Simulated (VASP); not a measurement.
Crystal: FeCu.

```xyz
2
Lattice="1.4383 -1.9879 0.0000 1.4383 1.9879 0.0000 0.0000 0.0000 4.1381" Properties=species:S:1:pos:R:3 pbc="T T T"
Fe    0.0000    0.0000    0.0000
Cu    1.4383    0.0000    2.0691
```

Base run:

- Program: VASP 6.6.1
- Functional: r2SCAN
- Potentials or basis: VASP PAW PBE potentials, release 64 (Fe, Cu)
- Cutoff: 520 eV
- k mesh: 18 × 18 × 10
- Occupations: gaussian, width 0.1 eV
- Spin: no spin polarisation

Its results: band gap on the k mesh zero (an odd number of electrons rules out a gap without spin polarisation); pressure -15.8 GPa.

Question: The run is repeated on the same cell with these changes: functional from r2SCAN to PBE; further incar settings from ALGO = Normal; EDIFF = 1e-06; NBANDS = 16 to ALGO = Fast; EDIFF = 1e-06; NBANDS = 16. What comes out?

Answer: Band gap on the k mesh zero (an odd number of electrons rules out a gap without spin polarisation); pressure -9.2 GPa.

Caveats: the cell stands under tension; the run has no spin polarisation, though such a crystal can be magnetic; the PAW data sets were made with another functional, which shifts forces and pressure a little (at least some runs).
